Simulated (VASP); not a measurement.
# LiCl (F-43m) in VASP: notebook, part 2 of 2

VASP 6.6.1. Earlier steps stand in the parts before.

**6. Single point, PBE (20.35 Å³/atom)**

This run uses another cell than the first one, of 20.35 Å³/atom.

INCAR

```
PREC = Accurate ; ENCUT = 520
EDIFF = 1E-6 ; ISMEAR = 0
SIGMA = 0.02 ; LREAL = F
LASPH = T ; NELM = 60
ALGO = Normal ; ISIF = 2
LWAVE = F ; LCHARG = F
GGA = PE ; NBANDS = 12
```

KPOINTS

```
regular mesh
0
Gamma
  8 8 8
```

POSCAR

```
LiCl
1.0
    0.0000000000      2.7299588920      2.7299588920
    2.7299588920      0.0000000000      2.7299588920
    2.7299588920      2.7299588920      0.0000000000
Li Cl
1 1
Direct
    0.7500000000      0.7500000000      0.7500000000
    0.5000000000      0.5000000000      0.5000000000
```

Potentials or basis: VASP PAW PBE potentials, release 64 (Li_sv, Cl).

Started as:

```
$ cat potpaw_PBE.64/Li_sv/POTCAR potpaw_PBE.64/Cl/POTCAR > POTCAR
$ mpirun -np 1 vasp_std > vasp.out
```

OUTCAR:

```text
PREC = Accurate
   ENCUT = 520
   EDIFF = 1E-6
   ISMEAR = 0
   LREAL = F
   LASPH = T
   NELM = 60
   ISIF = 2
   GGA = PE

 ion  position               nearest neighbor table
   1  0.750  0.750  0.750-   2 2.36   2 2.36   2 2.36   2 2.36
   2  0.500  0.500  0.500-   1 2.36   1 2.36   1 2.36   1 2.36

  LATTYP: Found a face centered cubic cell.
 ALAT       =     5.4599177840

  Lattice vectors:

 A1 = (   0.0000000000,   2.7299588920,   2.7299588920)
 A2 = (   2.7299588920,   0.0000000000,   2.7299588920)
 A3 = (   2.7299588920,   2.7299588920,   0.0000000000)

Analysis of symmetry for initial positions (statically):
=====================================================================
 Subroutine PRICEL returns:
 Original cell was already a primitive cell.

 Routine SETGRP: Setting up the symmetry group for a
 face centered cubic supercell.

 Subroutine GETGRP returns: Found 24 space group operations
 (whereof 24 operations were pure point group operations)
 out of a pool of 48 trial point group operations.

The static configuration has the point symmetry T_d .

Analysis of symmetry for dynamics (positions and initial velocities):
=====================================================================
 Subroutine PRICEL returns:
 Original cell was already a primitive cell.

 Routine SETGRP: Setting up the symmetry group for a
 face centered cubic supercell.

 Subroutine GETGRP returns: Found 24 space group operations
 (whereof 24 operations were pure point group operations)
 out of a pool of 48 trial point group operations.

The dynamic configuration has the point symmetry T_d .

 Subroutine INISYM returns: Found 24 space group operations
 (whereof 24 operations are pure point group operations),
 and found     1 'primitive' translations

----------------------------------------------------------------------------------------

                                     Primitive cell
[... 114 lines left out ...]
  Thomas-Fermi vector in A             =   2.159276
   LORBIT       =      0    0 simple, 1 ext, 2 COOP (PROOUT), +10 PAW based schemes
   GGA     = PE    functional components
   LHFCALC =     F    Hartree Fock is set to
   AEXX    =    0.0000 exact exchange contribution
   IVDW    =     0    specifies the selected vdW correction
   LEPSILON=     F    determine dielectric tensor
   LRPA    =     F    only Hartree local field effects (RPA)
 non-spin polarized calculation
 Gauss-broadening in eV      SIGMA  =   0.02
  energy-cutoff  :      520.00
  volume of cell :       40.69
 maximum number of plane-waves:      1108
 NGX is ok and might be reduce to    30
   NGX = 15   NGY = 15   NGZ = 15

 number of electron      10.0000000 magnetization

 Free energy of the ion-electron system (eV)
  ---------------------------------------------------
  ext. energy  EPLUGINS =         0.00000000
  ---------------------------------------------------
  free energy    TOTEN  =        -7.42451318 eV

  energy without entropy =       -7.42451318  energy(sigma->0) =       -7.42451318

 E-fermi :  -0.8630     XC(G=0):  -7.7417

 val. band max:       -1.1207002138   @ k =   0.0000   0.0000   0.0000
 cond. band min:       4.9464083073   @ k =   0.0000   0.0000   0.0000
 fundamental gap:      6.0671085211
 Fermi energy:        -0.8629675204

 k-point     1 :       0.0000    0.0000    0.0000
  band No.  band energies     occupation
      1     -43.9536      2.00000
      2     -13.8626      2.00000
      3      -1.1207      2.00000
      4      -1.1207      2.00000
      5      -1.1207      2.00000
      6       4.9464      0.00000
      7       9.0628      0.00000
      8       9.0628      0.00000
      9       9.0628      0.00000
     10      13.4266      0.00000
     11      13.4266      0.00000
     12      16.6226      0.00000
[... 331 lines left out ...]
 k-point    24 :      -0.3750    0.2500    0.1250
  band No.  band energies     occupation
      1     -43.9519      2.00000
      2     -13.5165      2.00000
      3      -2.9195      2.00000
      4      -1.9304      2.00000
      5      -1.6365      2.00000
      6       7.7189      0.00000
      7       8.1599      0.00000
      8      10.3651      0.00000
      9      10.5797      0.00000
     10      12.6934      0.00000
     11      14.7580      0.00000
     12      15.5979      0.00000

 [... further k-points ...]
[... 5 lines left out ...]
  --------------------------------------------------------------------------------------
  -------------------------------------------------------------------------------------
  Total        0.1791976      0.1791976      0.1791976      0.0000000      0.0000000      0.0000000
  in kB        7.0557720      7.0557720      7.0557720      0.0000000      0.0000000      0.0000000
  external PRESSURE =       7.0557720 kB  Pullay stress =       0.0000000 kB

 VOLUME and BASIS-vectors are now :
 -----------------------------------------------------------------------------
  energy-cutoff  :      520.00
  volume of cell :       40.69
      direct lattice vectors                 reciprocal lattice vectors
     0.000000000  2.729958892  2.729958892    -0.183152941  0.183152941  0.183152941
     2.729958892  0.000000000  2.729958892     0.183152941 -0.183152941  0.183152941
     2.729958892  2.729958892  0.000000000     0.183152941  0.183152941 -0.183152941

 POSITION                                       TOTAL-FORCE (eV/Angst)
 -----------------------------------------------------------------------------------
      4.09494      4.09494      4.09494        -0.000000     -0.000000     -0.000000
      2.72996      2.72996      2.72996         0.000000      0.000000      0.000000
 -----------------------------------------------------------------------------------
    total drift:                               -0.000000     -0.000000     -0.000000

  FREE ENERGIE OF THE ION-ELECTRON SYSTEM (eV)
  ---------------------------------------------------
  free  energy   TOTEN  =        -7.4245131763 eV

  energy  without entropy=       -7.4245131763  energy(sigma->0) =       -7.42451318
```

stdout:

```text
POSCAR found type information on POSCAR LiCl
 POSCAR found :  2 types and       2 ions
 scaLAPACK will be used
 LDA part: xc-table for (Slater+PW92), standard interpolation
 POSCAR, INCAR and KPOINTS ok, starting setup
 FFT: planning ... GRIDC
 FFT: planning ... GRID_SOFT
 FFT: planning ... GRID
 WAVECAR not read
 entering main loop
```

It took 22 s on 1 thread of Intel Xeon 8259CL, shared host; peak memory 0.16 GiB.

Results:

```
Free energy            : -7.4245 eV
Band gap on the k mesh : 6.07 eV
```

Caveat: the cutoff is under 1.25 times the usual one of these potentials, so pressure, stress and relaxed cells hold a basis-set (Pulay) error. A k mesh can miss the band edges.

**7. The runs side by side**

| cell | k mesh | smearing | gap on the mesh (eV) |
| --- | --- | --- | --- |
| a = 3.507 Å, angles 60.0°, 2 atoms | 6 × 6 × 6 | gaussian 0.1 eV | 6.30 |
| a = 3.886 Å, angles 60.0°, 2 atoms | 6 × 6 × 6 | gaussian 0.1 eV | 6.00 |
| a = 3.737 Å, angles 60.0°, 2 atoms | 8 × 8 × 8 | gaussian 0.02 eV | 6.43 |
| a = 3.821 Å, angles 60.0°, 2 atoms | 8 × 8 × 8 | gaussian 0.02 eV | 6.18 |
| a = 3.861 Å, angles 60.0°, 2 atoms | 8 × 8 × 8 | gaussian 0.02 eV | 6.07 |

Alike in all rows: task single point; level PBE; potentials or basis VASP PAW PBE potentials, release 64 (Li_sv, Cl); no spin polarisation; cutoff (eV) 520.

Caveats: the cutoff is under 1.25 times the usual one of these potentials, so pressure, stress and relaxed cells hold a basis-set (Pulay) error.

Absolute energies hang on the potentials; compare differences alone.
